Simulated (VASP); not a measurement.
A run of VASP 6.6.1 is set up as follows.

INCAR

```
PREC = Accurate
ENCUT = 520
EDIFF = 1E-7
ISMEAR = 0
SIGMA = 0.05
LREAL = False
LASPH = True
NELM = 150
ALGO = Normal
ISIF = 2
LWAVE = False
LCHARG = False
ISPIN = 2
MAGMOM = 4.72 0
LORBIT = 11
LMAXMIX = 6
GGA = PS
NBANDS = 21
```

The input KPOINTS:

```
regular mesh
0
Gamma
  10 10 10
```

POSCAR

```
PmP
1.0
    3.5387618607      0.0000000000      0.0000000000
    0.0000000000      3.5387618607      0.0000000000
    0.0000000000      0.0000000000      3.5387618607
Pm P
1 1
Direct
    0.0000000000      0.0000000000      0.0000000000
    0.5000000000      0.5000000000      0.5000000000
```

Potentials or basis: VASP PAW PBE potentials, release 64 (Pm, P).

Run with:

```console
$ cat potpaw_PBE.64/Pm/POTCAR potpaw_PBE.64/P/POTCAR > POTCAR
$ mpirun -np 1 vasp_std > vasp.out
```

Estimate the site moments.

Pm +4.26; P -0.22 μB.

Predict the pressure.

-3.6 GPa.

Estimate the net moment.

4.10 μB per cell.

Caveat: the magnetic or orbital state may not be the lowest; the PAW data sets were made with another functional, which shifts forces and pressure a little. The state reached can hang on the start; a lower one may exist.
